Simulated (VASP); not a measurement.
# SnO2 (R-3m) in VASP: further runs, part 2 of 2

VASP 6.6.1.

**3. Single point, PBEsol**

INCAR reads:

```
SYSTEM = SnO2
ALGO = Normal ; EDIFF = 1E-6
ENCUT = 520 ; GGA = PS
ISIF = 2 ; ISMEAR = 0
LASPH = .TRUE. ; LCHARG = .FALSE.
LREAL = .FALSE. ; LWAVE = .FALSE.
NBANDS = 20 ; NELM = 100
PREC = Accurate ; SIGMA = 0.05
```

KPOINTS reads:

```
k-points
0
G
  12 12 12
  0 0 0
```

POSCAR reads:

```
SnO2
1.0
    1.5613801911      0.9014632736      4.2894384516
   -1.5613801911      0.9014632736      4.2894384516
    0.0000000000     -1.8029265473      4.2894384516
Sn O
1 2
Direct
    0.5000000000      0.5000000000      0.5000000000
    0.2223917300      0.2223917300      0.2223917300
    0.7776082700      0.7776082700      0.7776082700
```

Potentials or basis: VASP PAW PBE potentials, release 64 (Sn_d, O).

Command:

```
$ cat potpaw_PBE.64/Sn_d/POTCAR potpaw_PBE.64/O/POTCAR > POTCAR
$ mpirun -np 1 vasp_std > vasp.out
```

OUTCAR:

```text
SYSTEM = SnO2
   EDIFF = 1E-6
   ENCUT = 520
   GGA = PS
   ISIF = 2
   ISMEAR = 0
   LASPH = .TRUE.
   LREAL = .FALSE.
   NELM = 100
   PREC = Accurate

 ion  position               nearest neighbor table
   1  0.500  0.500  0.500-   2 1.94   3 1.94   2 1.94   2 1.94   3 1.94   3 1.94
   2  0.222  0.222  0.222-   1 1.94   1 1.94   1 1.94
   3  0.778  0.778  0.778-   1 1.94   1 1.94   1 1.94

  LATTYP: Found a trigonal (rhomboedric) cell.
 ALAT       =     4.6529373910
 COS(alpha) =     0.7747872837

  Lattice vectors:

 A1 = (   1.5613801911,   0.9014632736,   4.2894384516)
 A2 = (  -1.5613801911,   0.9014632736,   4.2894384516)
 A3 = (   0.0000000000,  -1.8029265473,   4.2894384516)

Analysis of symmetry for initial positions (statically):
=====================================================================
 Subroutine PRICEL returns:
 Original cell was already a primitive cell.

 Routine SETGRP: Setting up the symmetry group for a
 trigonal (rhombohedral) supercell.

 Subroutine GETGRP returns: Found 12 space group operations
 (whereof 12 operations were pure point group operations)
 out of a pool of 12 trial point group operations.

The static configuration has the point symmetry D_3d.

Analysis of symmetry for dynamics (positions and initial velocities):
=====================================================================
 Subroutine PRICEL returns:
 Original cell was already a primitive cell.

 Routine SETGRP: Setting up the symmetry group for a
 trigonal (rhombohedral) supercell.

 Subroutine GETGRP returns: Found 12 space group operations
 (whereof 12 operations were pure point group operations)
 out of a pool of 12 trial point group operations.

The dynamic configuration has the point symmetry D_3d.

 Subroutine INISYM returns: Found 12 space group operations
 (whereof 12 operations are pure point group operations),
 and found     1 'primitive' translations

----------------------------------------------------------------------------------------

                                     Primitive cell

  volume of cell :      36.2250

  direct lattice vectors                    reciprocal lattice vectors
     1.561380191  0.901463274  4.289438452     0.320229501  0.184884589  0.077710250
    -1.561380191  0.901463274  4.289438452    -0.320229501  0.184884589  0.077710250
     0.000000000 -1.802926547  4.289438452     0.000000000 -0.369769178  0.077710250

  length of vectors
     4.652937391  4.652937391  4.652937391     0.377846699  0.377846699  0.377846699

  position of ions in fractional coordinates (direct lattice)
     0.500000000  0.500000000  0.500000000
     0.222391730  0.222391730  0.222391730
     0.777608270  0.777608270  0.777608270

  ion indices of the primitive-cell ions
   primitive index   ion index
                 1           1
                 2           2
                 3           3

----------------------------------------------------------------------------------------

 KPOINTS: k-points

Automatic generation of k-mesh.
 Grid dimensions read from file:
 generate k-points for:   12   12   12

 Generating k-lattice:

  Cartesian coordinates                     Fractional coordinates (reciprocal lattice)
     0.026685792  0.015407049  0.006475854     0.083333333 -0.000000000 -0.000000000
    -0.026685792  0.015407049  0.006475854    -0.000000000  0.083333333 -0.000000000
     0.000000000 -0.030814098  0.006475854     0.000000000  0.000000000  0.083333333

  Length of vectors
     0.031487225  0.031487225  0.031487225

  Shift w.r.t. Gamma in fractional coordinates (k-lattice)
     0.000000000  0.000000000  0.000000000

 Subroutine IBZKPT returns following result:
 ===========================================

 Found    189 irreducible k-points:

 Following reciprocal coordinates:
            Coordinates               Weight
  0.000000  0.000000  0.000000      1.000000
  0.083333  0.000000  0.000000      6.000000
  0.166667  0.000000  0.000000      6.000000
  0.250000 -0.000000  0.000000      6.000000
  0.333333  0.000000  0.000000      6.000000
  0.416667  0.000000  0.000000      6.000000
[... 16 lines left out ...]
  0.500000  0.166667 -0.000000     12.000000
 -0.416667  0.166667  0.000000     12.000000
 [... further k-points ...]
   k-points           NKPTS =    189   k-points in BZ     NKDIM =    189   number of bands    NBANDS=     20
   number of dos      NEDOS =    301   number of ions     NIONS =      3
   total plane-waves  NPLWV =  46656
   dimension x,y,z NGX =    36 NGY =   36 NGZ =   36
   dimension x,y,z NGXF=    72 NGYF=   72 NGZF=   72
   ions per type =               1   2
   NGX,Y,Z   is equivalent  to a cutoff of  12.86, 12.86, 12.86 a.u.
   NGXF,Y,Z  is equivalent  to a cutoff of  25.73, 25.73, 25.73 a.u.
 SYSTEM =  SnO2
   PREC   = accura    normal or accurate (medium, high low for compatibility)
   ISTART =      0    job   : 0-new  1-cont  2-samecut
   ICHARG =      2    charge: 1-file 2-atom 10-const
   ISPIN  =      1    spin polarized calculation?
   LNONCOLLINEAR =      F non collinear calculations
   LSORBIT =      F    spin-orbit coupling
   LASPH  =      T    aspherical Exc in radial PAW
   ENCUT  =  520.0 eV  38.22 Ry    6.18 a.u.   8.65  8.65  8.65*2*pi/ulx,y,z
   NELM   =    100;   NELMIN=  2; NELMDL= -5     # of ELM steps
   EDIFF  = 0.1E-05   stopping-criterion for ELM
   LREAL  =      F    real-space projection
   EDIFFG = 0.1E-04   stopping-criterion for IOM
   NSW    =      0    number of steps for IOM
   IBRION =     -1    ionic relax: 0-MD 1-quasi-New 2-CG
   NFREE  =      0    steps in history (QN), initial steepest desc. (CG)
   ISIF   =      2    stress and relaxation
   ISYM   =      2    0-nonsym 1-usesym 2-fastsym
   POTIM  = 0.5000    time-step for ionic-motion
   TEBEG  =    0.0;   TEEND  =   0.0 temperature during run
   PSTRESS=    0.0 pullay stress
   NELECT =      26.0000    total number of electrons
   NUPDOWN=      -1.0000    fix difference up-down
   EMIN   =  10.00;   EMAX   =-10.00  energy-range for DOS
   EFERMI =   0.00;   METHOD = LEGACY
   ISMEAR =     0;   SIGMA  =   0.05  broadening in eV -4-tet -1-fermi 0-gaus
   EFERMI_NEDOS =   21; number of points for ismear=-14 and -15
   IALGO  =     38    algorithm
   IMIX   =      4    mixing-type and parameters
     AMIX     =   0.40;   BMIX     =  1.00
     AMIX_MAG =   1.60;   BMIX_MAG =  1.00
  volume/ion in A,a.u.               =      12.07        81.49
  Fermi-wavevector in a.u.,A,eV,Ry     =   1.465761  2.769887 29.231507  2.148455
  Thomas-Fermi vector in A             =   2.581579
   LORBIT       =      0    0 simple, 1 ext, 2 COOP (PROOUT), +10 PAW based schemes
   GGA     = PS    functional components
   LHFCALC =     F    Hartree Fock is set to
   AEXX    =    0.0000 exact exchange contribution
   IVDW    =     0    specifies the selected vdW correction
   LEPSILON=     F    determine dielectric tensor
   LRPA    =     F    only Hartree local field effects (RPA)
 non-spin polarized calculation
 Gauss-broadening in eV      SIGMA  =   0.05
  energy-cutoff  :      520.00
  volume of cell :       36.22
 maximum number of plane-waves:       991
   NGX = 17   NGY = 17   NGZ = 17

 number of electron      26.0000005 magnetization

 Free energy of the ion-electron system (eV)
  ---------------------------------------------------
  ext. energy  EPLUGINS =         0.00000000
  ---------------------------------------------------
  free energy    TOTEN  =       -17.46565745 eV

  energy without entropy =      -17.46565745  energy(sigma->0) =      -17.46565745

 E-fermi :   5.7002     XC(G=0): -11.0381

 val. band max:        5.4796431940   @ k =  -0.2500   0.5000   0.1667
 cond. band min:       8.5048384498   @ k =   0.0000   0.0000   0.0000
 fundamental gap:      3.0251952558
 Fermi energy:         5.7001824085

 k-point     1 :       0.0000    0.0000    0.0000
  band No.  band energies     occupation
      1     -15.9365      2.00000
      2     -14.1686      2.00000
      3     -14.1686      2.00000
      4     -13.6118      2.00000
      5     -13.6118      2.00000
      6     -12.7936      2.00000
[... 12 lines left out ...]
     19      23.9610      0.00000
[... 513 lines left out ...]
      4     -13.6315      2.00000
      5     -13.5917      2.00000
      6     -11.7027      2.00000
[... 12 lines left out ...]
     19      21.3292      0.00000
     20      22.1718      0.00000

 [... further k-points ...]

------------------------ aborting loop because EDIFF is reached ----------------------------------------

  FORCE on cell =-STRESS in cart. coord.  units (eV):
  Direction    XX          YY          ZZ          XY          YZ          ZX
  --------------------------------------------------------------------------------------
  -------------------------------------------------------------------------------------
  Total       15.3076722     15.3076722      8.0151920      0.0000000     -0.0000000      0.0000000
  in kB      677.0353454    677.0353454    354.4999015      0.0000000     -0.0000000      0.0000000
  external PRESSURE =     569.5235308 kB  Pullay stress =       0.0000000 kB

 VOLUME and BASIS-vectors are now :
 -----------------------------------------------------------------------------
  energy-cutoff  :      520.00
  volume of cell :       36.22
      direct lattice vectors                 reciprocal lattice vectors
     1.561380191  0.901463274  4.289438452     0.320229501  0.184884589  0.077710250
    -1.561380191  0.901463274  4.289438452    -0.320229501  0.184884589  0.077710250
     0.000000000 -1.802926547  4.289438452     0.000000000 -0.369769178  0.077710250

 POSITION                                       TOTAL-FORCE (eV/Angst)
 -----------------------------------------------------------------------------------
      0.00000     -0.00000      6.43416         0.000000     -0.000000     -0.000000
      0.00000     -0.00000      2.86181         0.000000     -0.000000      5.863398
      0.00000     -0.00000     10.00651         0.000000      0.000000     -5.863398
 -----------------------------------------------------------------------------------
    total drift:                               -0.000000     -0.000000      0.000000

  FREE ENERGIE OF THE ION-ELECTRON SYSTEM (eV)
  ---------------------------------------------------
  free  energy   TOTEN  =       -17.4656574498 eV

  energy  without entropy=      -17.4656574498  energy(sigma->0) =      -17.46565745
```

stdout:

```text
POSCAR found type information on POSCAR SnO
 POSCAR found :  2 types and       3 ions
 scaLAPACK will be used
 -----------------------------------------------------------------------------
|                                                                             |
|                                                                             |
|     You enforced a specific xc type in the INCAR file but a different       |
|     I HOPE YOU KNOW WHAT YOU ARE DOING!                                     |
|                                                                             |
 -----------------------------------------------------------------------------

 LDA part: xc-table for (Slater+PW92), standard interpolation
 POSCAR, INCAR and KPOINTS ok, starting setup
 FFT: planning ... GRIDC
 FFT: planning ... GRID_SOFT
 FFT: planning ... GRID
 WAVECAR not read
 entering main loop
```

Run time: 86 s. Hardware: 1 thread of Intel Xeon 6975P-C (Granite Rapids), shared host; peak memory 0.28 GiB.

What came out:

* Free energy: -17.4657 eV
* Pressure: 57.0 GPa
* Largest force: 5.863 eV/Å
* Band gap on the k mesh: 3.03 eV, indirect (least direct gap 4.37 eV)

Forces on the atoms (eV/Å):
```
Sn   0.000  0.000  0.000
O    0.000  0.000  5.863
O    0.000  0.000 -5.863
```

Caveat: the PAW data sets were made with another functional, which shifts forces and pressure a little; spin-orbit coupling is left out, which moves the levels of the heavy elements.

**4. Single point, PBEsol**

INCAR reads:

```
PREC = Accurate
ENCUT = 520
EDIFF = 1E-7
ISMEAR = 0
SIGMA = 0.05
LREAL = F
LASPH = T
NELM = 60
ALGO = Normal
ISIF = 2
LWAVE = F
LCHARG = F
GGA = PS
NBANDS = 20
```

KPOINTS reads:

```
Automatic mesh
0
Gamma
  12 12 12
```

POSCAR reads:

```
SnO2
1.0
    1.5613801911      0.9014632736      4.2894384516
   -1.5613801911      0.9014632736      4.2894384516
    0.0000000000     -1.8029265473      4.2894384516
Sn O
1 2
Direct
    0.5000000000      0.5000000000      0.5000000000
    0.2350891156      0.2350891156      0.2350891156
    0.7649108844      0.7649108844      0.7649108844
```

Command:

```
$ cat potpaw_PBE.64/Sn_d/POTCAR potpaw_PBE.64/O/POTCAR > POTCAR
$ mpirun -np 1 vasp_std > vasp.out
```

Wall time 89 s (1 thread of Intel Xeon 6975P-C (Granite Rapids), shared host); peak memory 0.29 GiB.

It converged, with:

```yaml
Free_energy: -18.8438 eV
Pressure: 29.2 GPa
Largest_force: 2.614 eV/Å
Band_gap_on_the_k_mesh: 2.75 eV, indirect (least direct gap 3.12 eV)
```

Forces in eV/Å, atoms in the order of the input:
```
Sn   0.000  0.000  0.000
O    0.000  0.000  2.614
O    0.000  0.000 -2.614
```

Stress tensor (GPa, compression positive):
```
33.66  0.00  0.00
 0.00 33.66  0.00
 0.00  0.00 20.16
```

Levels at points of the mesh, in eV from the valence-band top:
| k point | band 9 | band 10 | band 11 | band 12 | band 13 | band 14 | band 15 | band 16 | band 17 | band 18 |
| --- | --- | --- | --- | --- | --- | --- | --- | --- | --- | --- |
| (0.00, 0.00, 0.00) | -1.68 | -1.68 | -1.13 | -1.13 | -0.37 | 2.75 | 6.34 | 11.85 | 11.85 | 13.10 |
| (0.50, 0.00, 0.00) | -4.75 | -3.89 | -1.68 | -0.87 | -0.58 | 6.89 | 8.72 | 10.26 | 13.33 | 14.56 |
| (0.50, 0.50, 0.00) | -5.18 | -4.05 | -1.08 | -0.33 | -0.01 | 6.36 | 7.56 | 11.34 | 12.13 | 13.94 |
| (0.50, 0.50, 0.50) | -2.11 | -1.80 | -1.80 | -1.05 | -1.05 | 4.44 | 6.58 | 12.27 | 12.27 | 12.86 |

Caveat: the PAW data sets were made with another functional, which shifts forces and pressure a little; spin-orbit coupling is left out, which moves the levels of the heavy elements. A k mesh can miss the band edges.
